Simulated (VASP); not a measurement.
Write the native input for VASP 6.6.1 that does the following.

| Property | Result |
| --- | --- |
| Task | relaxation of cell and atoms |
| Functional | PBEsol |
| Dispersion | D4 |
| Potentials or basis | VASP PAW PBE potentials, release 64 (Be) |
| Cutoff | 600 eV |
| k mesh | 13 × 13 × 8 |
| Occupations | fermi-dirac, width 0.05 eV |
| Spin | no spin polarisation |
| Dipole correction | no |
| Further INCAR settings | ALGO = Normal; EDIFF = 1e-06; IBRION = 2; EDIFFG = -0.01; NSW = 60; ISIF = 3 |

The structure of Be lies in POSCAR:

```
Be
1.0
    2.2853000000      0.0000000000      0.0000000000
   -1.1426500000      1.9791278553      0.0000000000
    0.0000000000      0.0000000000      3.5842000000
Be
2
Direct
    0.6666666667      0.3333333333      0.7500000000
    0.3333333333      0.6666666667      0.2500000000
```

One way to write it, as run:

INCAR

```
SYSTEM = Be
PREC = Accurate ; ENCUT = 600
EDIFF = 1E-6 ; ISMEAR = -1
SIGMA = 0.05 ; LREAL = .FALSE.
LASPH = .TRUE. ; NELM = 100
ALGO = Normal ; ISIF = 3
LWAVE = .FALSE. ; LCHARG = .FALSE.
GGA = PS ; IVDW = 13
IBRION = 2 ; NSW = 60
EDIFFG = -0.01
```

KPOINTS

```
regular mesh
0
G
  13 13 8
  0 0 0
```

Potentials or basis: VASP PAW PBE potentials, release 64 (Be).

Launch:

```console
$ cat potpaw_PBE.64/Be/POTCAR > POTCAR
$ mpirun -np 1 vasp_std > vasp.out
```

Results of the run:

The relaxed volume is 7.78 Å³/atom and the relaxed cell is a = 2.255 Å, b = 2.255 Å, c = 3.535 Å, α = 90.00°, β = 90.00°, γ = 120.00°. The space group after relaxing (to 0.05 Å) is P6_3/mmc (No. 194). The energy gained by relaxing is 4.8 meV/atom. The ionic steps are 5. The pressure after relaxing is 0.1 GPa, the band gap on the k mesh is zero (band 2 reaches 8.24 eV, above the bottom of band 3 at 6.60 eV) and the dispersion energy per atom is -0.065 eV.

Caveat: the PAW data sets were made with another functional, which shifts forces and pressure a little; pairwise dispersion overbinds metals, which lowers pressure and volume.

Run time: 18 s on 1 thread of Intel Xeon 6975P-C, with other jobs on the host, peak memory 0.13 GiB.
